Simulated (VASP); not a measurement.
Input of a VASP 6.6.1 run:

INCAR

```
ALGO = Normal
EDIFF = 1E-8
ENCUT = 520
ISIF = 2
ISMEAR = 0
LASPH = True
LCALCEPS = True
LCHARG = False
LMIXTAU = True
LREAL = False
LWAVE = False
METAGGA = R2SCAN
NELM = 80
PREC = Accurate
SIGMA = 0.01
```

Contents of KPOINTS:

```
k-points
0
Gamma
  6 6 6
```

The input POSCAR:

```
BeTe
1.0
    0.0000000000      2.7437649167      2.7437649167
    2.7437649167      0.0000000000      2.7437649167
    2.7437649167      2.7437649167      0.0000000000
Be Te
1 1
Direct
    0.0000000000      0.0000000000      0.0000000000
    0.2500000000      0.2500000000      0.2500000000
```

Potentials or basis: VASP PAW PBE potentials, release 64 (Be, Te).

Run with:

```console
$ cat potpaw_PBE.64/Be/POTCAR potpaw_PBE.64/Te/POTCAR > POTCAR
$ mpirun -np 1 vasp_std > vasp.out
```

Question: Predict the electronic dielectric tensor (diagonal).

Answer: 6.99.

Question: What does it give for the Born charges (mean of the diagonal)?

Answer: Be +1.25; Te -1.25 e.

Question: What does it give for the band gap on the k mesh?

Answer: 2.13 eV (least direct gap 3.92 eV).

Electronic dielectric tensor:
```
6.99 0.00 0.00
0.00 6.99 0.00
0.00 0.00 6.99
```

Caveat: the cell differs from its parent crystal (strain -3.0%); spin-orbit coupling is left out, which moves the levels of the heavy elements. A k mesh can miss the band edges.
